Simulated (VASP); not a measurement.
Here is a VASP 6.6.1 calculation.

Contents of INCAR:

```
SYSTEM = PPt
PREC = Accurate
ENCUT = 520
EDIFF = 1E-6
ISMEAR = -5
SIGMA = 0.1
LREAL = .False.
LASPH = .True.
NELM = 100
ALGO = Normal
ISIF = 2
LWAVE = .False.
LCHARG = .False.
GGA = PS
NBANDS = 23
```

KPOINTS

```
regular mesh
0
Gamma
  10 10 6
  0 0 0
```

Contents of POSCAR:

```
PPt
1.0
    3.5855600992      0.0000000000      0.0000000000
   -1.7927800496      3.1051861327      0.0000000000
    0.0000000000      0.0000000000      6.6172196563
Pt P
2 2
Direct
    0.6666666667      0.3333333333     -0.0105000274
    0.3333333333      0.6666666667      0.4894999726
    0.6666666667      0.3333333333      0.6357000274
    0.3333333333      0.6666666667      0.1357000274
```

Potentials or basis: VASP PAW PBE potentials, release 64 (Pt, P).

Launch:

```bash
$ cat potpaw_PBE.64/Pt/POTCAR potpaw_PBE.64/P/POTCAR > POTCAR
$ mpirun -np 1 vasp_std > vasp.out
```

(1) Predict the band gap on the k mesh.

(2) Predict the pressure.

Results:

(1) zero (bands 15 and 16 overlap by 3.91 eV).

(2) 0.2 GPa.

Caveat: the PAW data sets were made with another functional, which shifts forces and pressure a little; spin-orbit coupling is left out, which moves the levels of the heavy elements; tetrahedron occupations give inexact forces and stress in metals.
